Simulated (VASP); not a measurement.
# PbO2 (P6/mmm) in VASP: a series of runs

The runs below take PbO2 through single point, with r2SCAN.

All numbers are computed with VASP 6.6.1; they aren't measurements. Logs are shortened: lines on timing, memory, paths and dates and some standing lists are left out, and cuts for length are marked.

**1. The cell of the first run**

Symmetry: P6/mmm, No. 191, hexagonal system. Conventional cell: a = 3.650 Å, b = 3.650 Å, c = 3.074 Å, α = 90.00°, β = 90.00°, γ = 120.00°. Pb (site symmetry 6/mmm) has 12 O at 2.61 Å and 2 Pb at 3.07 Å within 3.4 Å. O (site symmetry -6m2) has 3 O at 2.11 Å and 6 Pb at 2.61 Å within 2.8 Å.

**2. Single point, r2SCAN**

POSCAR

```
PbO2
1.0
    3.6504211665      0.0000000000      0.0000000000
   -1.8252105833      3.1613574647      0.0000000000
    0.0000000000      0.0000000000      3.0739161076
Pb O
1 2
Direct
    0.0000000000      0.0000000000      0.0000000000
    0.3333333333      0.6666666667      0.5000000000
    0.6666666667      0.3333333333      0.5000000000
```

INCAR.step1

```
PREC = Accurate
ENCUT = 520
ISMEAR = -1
SIGMA = 0.01
LREAL = F
LASPH = T
NELM = 80
NBANDS = 20
GGA = PE
ALGO = Normal
EDIFF = 1E-4
LWAVE = T
LCHARG = F
```

INCAR.step2

```
PREC = Accurate
ENCUT = 520
EDIFF = 1E-6
ISMEAR = -1
SIGMA = 0.01
LREAL = F
LASPH = T
NELM = 80
ALGO = Normal
ISIF = 2
LWAVE = F
LCHARG = T
METAGGA = R2SCAN
LMIXTAU = T
LELF = T
LVHAR = T
NBANDS = 20
ISTART = 1
```

KPOINTS

```
regular mesh
0
Gamma
  6 6 5
```

Potentials or basis: VASP PAW PBE potentials, release 64 (Pb_d, O).

Launch:

```bash
$ cat potpaw_PBE.64/Pb_d/POTCAR potpaw_PBE.64/O/POTCAR > POTCAR
$ cp INCAR.step1 INCAR
$ mpirun -np 1 vasp_std > vasp.out
$ cp INCAR.step2 INCAR
$ mpirun -np 1 vasp_std > vasp.out
```

OUTCAR:

```text
PREC = Accurate
   ENCUT = 520
   EDIFF = 1E-6
   ISMEAR = -1
   LREAL = F
   LASPH = T
   NELM = 80
   ISIF = 2
   METAGGA = R2SCAN
   ISTART = 1

 ion  position               nearest neighbor table
   1  0.000  0.000  0.000-   2 2.61   3 2.61   2 2.61   3 2.61   3 2.61   3 2.61   2 2.61   2 2.61
                             3 2.61   3 2.61   2 2.61   2 2.61
   2  0.333  0.667  0.500-   1 2.61   1 2.61   1 2.61   1 2.61   1 2.61   1 2.61
   3  0.667  0.333  0.500-   1 2.61   1 2.61   1 2.61   1 2.61   1 2.61   1 2.61

  LATTYP: Found a hexagonal cell.
 ALAT       =     3.6504211665
 C/A-ratio  =     0.8420716316

  Lattice vectors:

 A1 = (   3.6504211665,   0.0000000000,   0.0000000000)
 A2 = (  -1.8252105833,   3.1613574647,   0.0000000000)
 A3 = (   0.0000000000,   0.0000000000,   3.0739161076)

Analysis of symmetry for initial positions (statically):
=====================================================================
 Subroutine PRICEL returns:
 Original cell was already a primitive cell.

 Routine SETGRP: Setting up the symmetry group for a
 hexagonal supercell.

 Subroutine GETGRP returns: Found 24 space group operations
 (whereof 24 operations were pure point group operations)
 out of a pool of 24 trial point group operations.

The static configuration has the point symmetry D_6h.

Analysis of symmetry for dynamics (positions and initial velocities):
=====================================================================
 Subroutine PRICEL returns:
 Original cell was already a primitive cell.

 Routine SETGRP: Setting up the symmetry group for a
 hexagonal supercell.

 Subroutine GETGRP returns: Found 24 space group operations
 (whereof 24 operations were pure point group operations)
 out of a pool of 24 trial point group operations.

The dynamic configuration has the point symmetry D_6h.

 Subroutine INISYM returns: Found 24 space group operations
 (whereof 24 operations are pure point group operations),
 and found     1 'primitive' translations

----------------------------------------------------------------------------------------

                                     Primitive cell

  volume of cell :      35.4739

  direct lattice vectors                    reciprocal lattice vectors
     3.650421167  0.000000000  0.000000000     0.273940993  0.158159906  0.000000000
    -1.825210583  3.161357465  0.000000000     0.000000000  0.316319812  0.000000000
     0.000000000  0.000000000  3.073916108     0.000000000  0.000000000  0.325317922

  length of vectors
     3.650421167  3.650421167  3.073916108     0.316319812  0.316319812  0.325317922

  position of ions in fractional coordinates (direct lattice)
     0.000000000  0.000000000  0.000000000
     0.333333333  0.666666667  0.500000000
     0.666666667  0.333333333  0.500000000

  ion indices of the primitive-cell ions
   primitive index   ion index
                 1           1
                 2           2
                 3           3

----------------------------------------------------------------------------------------

 KPOINTS: regular mesh

Automatic generation of k-mesh.
 Grid dimensions read from file:
 generate k-points for:    6    6    5

 Generating k-lattice:

  Cartesian coordinates                     Fractional coordinates (reciprocal lattice)
     0.045656832  0.026359984  0.000000000     0.166666667 -0.000000000  0.000000000
     0.000000000  0.052719969  0.000000000     0.000000000  0.166666667  0.000000000
     0.000000000  0.000000000  0.065063584     0.000000000  0.000000000  0.200000000

  Length of vectors
     0.052719969  0.052719969  0.065063584

  Shift w.r.t. Gamma in fractional coordinates (k-lattice)
     0.000000000  0.000000000  0.000000000

 Subroutine IBZKPT returns following result:
 ===========================================

 Found     21 irreducible k-points:

 Following reciprocal coordinates:
            Coordinates               Weight
  0.000000  0.000000  0.000000      1.000000
  0.166667  0.000000  0.000000      6.000000
  0.333333  0.000000  0.000000      6.000000
  0.500000  0.000000  0.000000      3.000000
  0.166667  0.166667  0.000000      6.000000
  0.333333  0.166667  0.000000     12.000000
[... 13 lines left out ...]
  0.333333  0.166667  0.400000     24.000000
  0.333333  0.333333  0.400000      4.000000
   k-points           NKPTS =     21   k-points in BZ     NKDIM =     21   number of bands    NBANDS=     20
   number of dos      NEDOS =    301   number of ions     NIONS =      3
   total plane-waves  NPLWV =  18816
   dimension x,y,z NGX =    28 NGY =   28 NGZ =   24
   dimension x,y,z NGXF=    56 NGYF=   56 NGZF=   48
   ions per type =               1   2
   NGX,Y,Z   is equivalent  to a cutoff of  12.75, 12.75, 12.98 a.u.
   NGXF,Y,Z  is equivalent  to a cutoff of  25.50, 25.50, 25.96 a.u.
 SYSTEM =  unknown system
   PREC   = accura    normal or accurate (medium, high low for compatibility)
   ISTART =      1    job   : 0-new  1-cont  2-samecut
   ICHARG =      0    charge: 1-file 2-atom 10-const
   ISPIN  =      1    spin polarized calculation?
   LNONCOLLINEAR =      F non collinear calculations
   LSORBIT =      F    spin-orbit coupling
   LASPH  =      T    aspherical Exc in radial PAW
   ENCUT  =  520.0 eV  38.22 Ry    6.18 a.u.   6.79  6.79  5.72*2*pi/ulx,y,z
   NELM   =     80;   NELMIN=  2; NELMDL=  0     # of ELM steps
   EDIFF  = 0.1E-05   stopping-criterion for ELM
   LREAL  =      F    real-space projection
   EDIFFG = 0.1E-04   stopping-criterion for IOM
   NSW    =      0    number of steps for IOM
   IBRION =     -1    ionic relax: 0-MD 1-quasi-New 2-CG
   NFREE  =      0    steps in history (QN), initial steepest desc. (CG)
   ISIF   =      2    stress and relaxation
   ISYM   =      2    0-nonsym 1-usesym 2-fastsym
   POTIM  = 0.5000    time-step for ionic-motion
   TEBEG  =    0.0;   TEEND  =   0.0 temperature during run
   PSTRESS=    0.0 pullay stress
   NELECT =      26.0000    total number of electrons
   NUPDOWN=      -1.0000    fix difference up-down
   EMIN   =  10.00;   EMAX   =-10.00  energy-range for DOS
   EFERMI =   0.00;   METHOD = LEGACY
   ISMEAR =    -1;   SIGMA  =   0.01  broadening in eV -4-tet -1-fermi 0-gaus
   EFERMI_NEDOS =   21; number of points for ismear=-14 and -15
   IALGO  =     38    algorithm
   IMIX   =      4    mixing-type and parameters
     AMIX     =   0.40;   BMIX     =  1.00
     AMIX_MAG =   1.60;   BMIX_MAG =  1.00
  volume/ion in A,a.u.               =      11.82        79.80
  Fermi-wavevector in a.u.,A,eV,Ry     =   1.476034  2.789300 29.642699  2.178677
  Thomas-Fermi vector in A             =   2.590610
   LORBIT       =      0    0 simple, 1 ext, 2 COOP (PROOUT), +10 PAW based schemes
   METAGGA = R2SCAN    functional components
   LHFCALC =     F    Hartree Fock is set to
   AEXX    =    0.0000 exact exchange contribution
   IVDW    =     0    specifies the selected vdW correction
   LEPSILON=     F    determine dielectric tensor
   LRPA    =     F    only Hartree local field effects (RPA)
 non-spin polarized calculation
  energy-cutoff  :      520.00
  volume of cell :       35.47
 maximum number of plane-waves:       970
 NGX is ok and might be reduce to    28
   NGX = 13   NGY = 13   NGZ = 11

 number of electron      26.0000013 magnetization

 Free energy of the ion-electron system (eV)
  ---------------------------------------------------
  ext. energy  EPLUGINS =         0.00000000
  ---------------------------------------------------
  free energy    TOTEN  =       -67.72339300 eV

  energy without entropy =      -67.72237756  energy(sigma->0) =      -67.72288528

 E-fermi :   7.6347     XC(G=0): -12.7828

 val. band max:        7.6320186868   @ k =   0.1667   0.1667   0.2000
 cond. band min:       7.6685106580   @ k =   0.3333   0.0000   0.0000
 fundamental gap:      0.0364919712
 Fermi energy:         7.6347071482

 k-point     1 :       0.0000    0.0000    0.0000
  band No.  band energies     occupation
      1     -13.5859      2.00000
      2      -9.4787      2.00000
      3      -9.0031      2.00000
      4      -9.0031      2.00000
      5      -8.9925      2.00000
      6      -8.7554      2.00000
[... 12 lines left out ...]
     19      23.6666      0.00000
     20      25.2834      0.00000

 k-point     2 :       0.1667    0.0000    0.0000
  band No.  band energies     occupation
      1     -13.3381      2.00000
      2      -9.7498      2.00000
      3      -9.4657      2.00000
      4      -8.9501      2.00000
      5      -8.7838      2.00000
      6      -8.7598      2.00000
[... 12 lines left out ...]
     19      22.2924      0.00000
     20      24.9148      0.00000

 k-point     3 :       0.3333    0.0000    0.0000
  band No.  band energies     occupation
      1     -12.6778      2.00000
      2     -10.5928      2.00000
      3      -9.4500      2.00000
      4      -8.8411      2.00000
      5      -8.8392      2.00000
      6      -8.7686      2.00000
[... 12 lines left out ...]
     19      22.4966      0.00000
     20      24.5431      0.00000

 k-point     4 :       0.5000    0.0000    0.0000
  band No.  band energies     occupation
      1     -12.0675      2.00000
      2     -11.2165      2.00000
      3      -9.4504      2.00000
      4      -8.8663      2.00000
      5      -8.7849      2.00000
      6      -8.7730      2.00000
[... 12 lines left out ...]
     19      23.7833      0.00000
     20      24.4546      0.00000

 k-point     5 :       0.1667    0.1667    0.0000
  band No.  band energies     occupation
      1     -12.8824      2.00000
      2     -10.3531      2.00000
      3      -9.4513      2.00000
      4      -8.8622      2.00000
      5      -8.8198      2.00000
      6      -8.7722      2.00000
[... 12 lines left out ...]
     19      21.8365      0.00000
     20      24.1568      0.00000
[... 284 lines left out ...]
      6      -8.6693      2.00000
[... 12 lines left out ...]
     19      25.7404      0.00000
     20      26.0513      0.00000

 k-point    19 :       0.1667    0.1667    0.4000
  band No.  band energies     occupation
      1     -12.5958      2.00000
      2      -9.9583      2.00000
      3      -8.9874      2.00000
      4      -8.8639      2.00000
      5      -8.7730      2.00000
      6      -8.7255      2.00000
[... 12 lines left out ...]
     19      24.5531      0.00000
     20      25.1755      0.00000

 k-point    20 :       0.3333    0.1667    0.4000
  band No.  band energies     occupation
      1     -12.1581      2.00000
      2     -10.7462      2.00000
      3      -8.9958      2.00000
      4      -8.8064      2.00000
      5      -8.7518      2.00000
      6      -8.6657      2.00000
[... 12 lines left out ...]
     19      25.7223      0.00000
     20      26.0482      0.00000

 k-point    21 :       0.3333    0.3333    0.4000
  band No.  band energies     occupation
      1     -11.5493      2.00000
      2     -11.5493      2.00000
      3      -8.8836      2.00000
      4      -8.8836      2.00000
      5      -8.6931      2.00000
      6      -8.4644      2.00000
[... 12 lines left out ...]
     19      26.7257      0.00000
     20      26.7257      0.00000

------------------------ aborting loop because EDIFF is reached ----------------------------------------

  FORCE on cell =-STRESS in cart. coord.  units (eV):
  Direction    XX          YY          ZZ          XY          YZ          ZX
  --------------------------------------------------------------------------------------
  -------------------------------------------------------------------------------------
  Total        4.4947303      4.4947303      4.5248867     -0.0000000      0.0000000      0.0000000
  in kB      203.0044835    203.0044835    204.3664991     -0.0000000      0.0000000      0.0000000
  external PRESSURE =     203.4584887 kB  Pullay stress =       0.0000000 kB

 VOLUME and BASIS-vectors are now :
 -----------------------------------------------------------------------------
  energy-cutoff  :      520.00
  volume of cell :       35.47
      direct lattice vectors                 reciprocal lattice vectors
     3.650421167  0.000000000  0.000000000     0.273940993  0.158159906  0.000000000
    -1.825210583  3.161357465  0.000000000     0.000000000  0.316319812  0.000000000
     0.000000000  0.000000000  3.073916108     0.000000000  0.000000000  0.325317922

 POSITION                                       TOTAL-FORCE (eV/Angst)
 -----------------------------------------------------------------------------------
      0.00000      0.00000      0.00000         0.000000      0.000000     -0.000000
     -0.00000      2.10757      1.53696         0.000000     -0.000000     -0.000000
      1.82521      1.05379      1.53696        -0.000000      0.000000      0.000000
 -----------------------------------------------------------------------------------
    total drift:                               -0.000000      0.000000     -0.000000

  FREE ENERGIE OF THE ION-ELECTRON SYSTEM (eV)
  ---------------------------------------------------
  free  energy   TOTEN  =       -67.7233929953 eV

  energy  without entropy=      -67.7223775611  energy(sigma->0) =      -67.72288528
```

It took 51 s on 1 thread of Intel Xeon Platinum 8375C at 2.90GHz (Ice Lake), shared host; peak memory 0.16 GiB.

Results:

| Property | Result |
| --- | --- |
| Free energy | -67.7234 eV |
| Pressure | 20.3 GPa |
| Band gap on the k mesh | zero (band 13 reaches 7.71 eV, above the bottom of band 14 at 6.33 eV) |

Caveat: the k points lie up to 0.41 Å⁻¹ apart; the PAW data sets were made with another functional, which shifts forces and pressure a little; spin-orbit coupling is left out, which moves the levels of the heavy elements.

**3. Single point, r2SCAN**

This run uses another cell than the first one, of 12.51 Å³/atom, 1.058 times its volume.

POSCAR

```
PbO2
1.0
    3.7105022092      0.0000000000      0.0000000000
   -1.8552511046      3.2133891740      0.0000000000
    0.0000000000      0.0000000000      3.1480025505
Pb O
1 2
Direct
    0.0000000000      0.0000000000      0.0000000000
    0.3333333333      0.6666666667      0.5000000000
    0.6666666667      0.3333333333      0.5000000000
```

INCAR.step1

```
PREC = Accurate
ENCUT = 520
ISMEAR = -1
SIGMA = 0.01
LREAL = False
LASPH = True
NELM = 100
NBANDS = 20
GGA = PE
ALGO = Normal
EDIFF = 1E-4
LWAVE = True
LCHARG = False
```

INCAR.step2

```
PREC = Accurate
ENCUT = 520
EDIFF = 1E-6
ISMEAR = -1
SIGMA = 0.01
LREAL = False
LASPH = True
NELM = 100
ALGO = Normal
ISIF = 2
LWAVE = False
LCHARG = False
METAGGA = R2SCAN
LMIXTAU = True
NBANDS = 20
ISTART = 1
```

KPOINTS is that of step 2.

Potentials or basis: VASP PAW PBE potentials, release 64 (Pb_d, O).

Launch:

```bash
$ cat potpaw_PBE.64/Pb_d/POTCAR potpaw_PBE.64/O/POTCAR > POTCAR
$ cp INCAR.step1 INCAR
$ mpirun -np 1 vasp_std > vasp.out
$ cp INCAR.step2 INCAR
$ mpirun -np 1 vasp_std > vasp.out
```

OUTCAR:

```text
PREC = Accurate
   ENCUT = 520
   EDIFF = 1E-6
   ISMEAR = -1
   LREAL = False
   LASPH = True
   NELM = 100
   ISIF = 2
   METAGGA = R2SCAN
   ISTART = 1

 ion  position               nearest neighbor table
   1  0.000  0.000  0.000-   2 2.66   3 2.66   2 2.66   3 2.66   3 2.66   3 2.66   2 2.66   2 2.66
                             3 2.66   3 2.66   2 2.66   2 2.66
   2  0.333  0.667  0.500-   1 2.66   1 2.66   1 2.66   1 2.66   1 2.66   1 2.66
   3  0.667  0.333  0.500-   1 2.66   1 2.66   1 2.66   1 2.66   1 2.66   1 2.66

  LATTYP: Found a hexagonal cell.
 ALAT       =     3.7105022092
 C/A-ratio  =     0.8484033624

[... 671 lines left out ...]
  Direction    XX          YY          ZZ          XY          YZ          ZX
  --------------------------------------------------------------------------------------
  -------------------------------------------------------------------------------------
  Total        2.3859736      2.3859736      2.4226334      0.0000000      0.0000000      0.0000000
  in kB      101.8462667    101.8462667    103.4111058      0.0000000      0.0000000      0.0000000
  external PRESSURE =     102.3678797 kB  Pullay stress =       0.0000000 kB

 VOLUME and BASIS-vectors are now :
 -----------------------------------------------------------------------------
  energy-cutoff  :      520.00
  volume of cell :       37.53
      direct lattice vectors                 reciprocal lattice vectors
     3.710502209  0.000000000  0.000000000     0.269505297  0.155598956  0.000000000
    -1.855251105  3.213389174  0.000000000     0.000000000  0.311197912  0.000000000
     0.000000000  0.000000000  3.148002551     0.000000000  0.000000000  0.317661750

 POSITION                                       TOTAL-FORCE (eV/Angst)
 -----------------------------------------------------------------------------------
      0.00000      0.00000      0.00000        -0.000000      0.000000      0.000000
     -0.00000      2.14226      1.57400         0.000000     -0.000000      0.000000
      1.85525      1.07113      1.57400        -0.000000      0.000000     -0.000000
 -----------------------------------------------------------------------------------
    total drift:                               -0.000000      0.000000     -0.000000

  FREE ENERGIE OF THE ION-ELECTRON SYSTEM (eV)
  ---------------------------------------------------
  free  energy   TOTEN  =       -67.9201365669 eV

  energy  without entropy=      -67.9190345052  energy(sigma->0) =      -67.91958554
```

Run time: 47 s. Hardware: 1 thread of Intel Xeon Platinum 8375C at 2.90GHz (Ice Lake), shared host; peak memory 0.16 GiB.

Results:

```yaml
Free_energy: -67.9201 eV
Pressure: 10.2 GPa
Band_gap_on_the_k_mesh: zero (band 13 reaches 6.99 eV, above the bottom of band 14 at 5.68 eV)
```

Caveat: the k points lie up to 0.40 Å⁻¹ apart; the PAW data sets were made with another functional, which shifts forces and pressure a little; spin-orbit coupling is left out, which moves the levels of the heavy elements.
